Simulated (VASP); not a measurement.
# CuO: single point with PBEsol+D4

The system is CuO.

```xyz
4
Lattice="2.2940 -1.6764 0.0000 2.2940 1.6764 0.0000 -0.8327 0.0000 4.9546" Properties=species:S:1:pos:R:3 pbc="T T T"
Cu    0.7307   -0.8382    2.4773
Cu    1.1470    0.8382    0.0000
O     1.6695    0.2736    3.7160
O     2.0859   -0.2736    1.2387
```

* Program: VASP 6.6.1
* Task: single point
* Functional: PBEsol
* Dispersion: D4
* Potentials or basis: VASP PAW PBE potentials, release 64 (Cu_sv_GW, O)
* Cutoff: 820 eV
* k mesh: 10 × 10 × 5
* Occupations: fermi-dirac, width 0.05 eV
* Spin: no spin polarisation
* Dipole correction: no
* Further INCAR settings: ALGO = Normal; EDIFF = 1e-06; NBANDS = 33

- Pressure: 6.2 GPa
- Largest force: 0.146 eV/Å
- Band gap on the k mesh: zero (bands 25 and 26 overlap by 0.60 eV)
- Dispersion energy per atom: -0.191 eV

Forces on the atoms (eV/Å):
```
Cu   0.000  0.000  0.000
Cu   0.000  0.000  0.000
O    0.000 -0.146  0.000
O    0.000  0.146  0.000
```

Stress tensor (GPa, compression positive):
```
 6.25  0.00 -2.15
 0.00  5.82  0.00
-2.15  0.00  6.38
```

Levels at points of the mesh, in eV from the Fermi level:
```tsv
k point	band 21	band 22	band 23	band 24	band 25	band 26	band 27	band 28	band 29	band 30
(0.00, 0.00, 0.00)	-2.61	-2.41	-2.35	-1.78	0.22	1.01	1.86	5.91	8.44	13.45
(0.50, 0.00, 0.00)	-2.21	-1.74	-1.66	-1.53	0.00	0.24	4.68	6.40	7.15	11.31
(0.50, 0.50, 0.00)	-2.32	-2.32	-1.72	-1.31	-0.71	1.14	2.98	7.19	8.46	10.41
```

Wall time 3.6 min on 1 thread of AMD EPYC 9R45 96-Core Processor (Zen 5), with other jobs on the host, peak memory 0.41 GiB.

Caveat: the cell stands under pressure; the PAW data sets were made with another functional, which shifts forces and pressure a little; semilocal functionals often make such compounds metallic where correlation or magnetic order opens a gap, which also shifts bond lengths. With open d or f shells a metallic result of PBEsol can be an artefact of self-interaction; +U or a hybrid may open a gap.
